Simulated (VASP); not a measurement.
Wanted: the native input for a VASP 6.6.1 run.

* Task: single point
* Functional: PBEsol
* Potentials or basis: VASP PAW PBE potentials, release 64 (Sc_sv, Pd)
* Cutoff: 500 eV
* k mesh: 12 × 12 × 12
* Occupations: fermi-dirac, width 0.05 eV
* Spin: no spin polarisation
* Dipole correction: no
* Further INCAR settings: ALGO = Normal; EDIFF = 1e-06; NBANDS = 18

The structure of ScPd lies in POSCAR:

```
ScPd
1.0
    3.2720199849      0.0000000000      0.0000000000
    0.0000000000      3.2720199849      0.0000000000
    0.0000000000      0.0000000000      3.2720199849
Sc Pd
1 1
Direct
    0.5000000000      0.5000000000      0.5000000000
    0.0000000000      0.0000000000      0.0000000000
```

This cell differs from its parent crystal: volume scaled by 0.99.

The input as run:

INCAR

```
  PREC = Accurate
  ENCUT = 500
  EDIFF = 1E-6
  ISMEAR = -1
  SIGMA = 0.05
  LREAL = False
  LASPH = True
  NELM = 120
  ALGO = Normal
  ISIF = 2
  LWAVE = False
  LCHARG = False
  GGA = PS
  NBANDS = 18
  GGA_COMPAT = False
```

KPOINTS

```
Automatic mesh
0
Gamma
  12 12 12
```

Potentials or basis: VASP PAW PBE potentials, release 64 (Sc_sv, Pd).

Run with:

```bash
$ cat potpaw_PBE.64/Sc_sv/POTCAR potpaw_PBE.64/Pd/POTCAR > POTCAR
$ mpirun -np 1 vasp_std > vasp.out
```

Results of the run:

| Property | Result |
| --- | --- |
| Pressure | -0.3 GPa |

Caveat: the PAW data sets were made with another functional, which shifts forces and pressure a little.

Run time: 40 s on 1 thread of Intel Xeon 8259CL (shared host), peak memory 0.18 GiB.
